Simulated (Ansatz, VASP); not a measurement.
# One calculation of Ba, two programs

```
Ba
1.0
     3.90177    0.00000    0.00000
     0.00000    3.90177    0.00000
     0.00000    0.00000    3.90177
Ba
1
Cartesian
  0.0000 0.0000 0.0000
```

Alike in both runs: task single point; functional RPBE; k mesh 9 × 9 × 9; occupations fermi-dirac, width 0.1 eV; no spin polarisation.

|  | VASP | Ansatz |
| --- | --- | --- |
| version | VASP 6.6.1 | Ansatz 0.2.0 |
| potentials or method | VASP PAW PBE potentials, release 64 (Ba_sv), cutoff 520 eV | plane waves (420 eV) with PAW, scalar-relativistic |
| valence electrons in the cell | 10 | 10 |

Ansatz gave:

* pressure (GPa): 1.0

Task: Which values does VASP return?

Result: Pressure (GPa): 1.1.

VASP's potentials were made for PBE, not for RPBE. The functional is the same, so the differences come from potentials, cutoffs and numerics.

Neither program's run includes spin-orbit coupling.
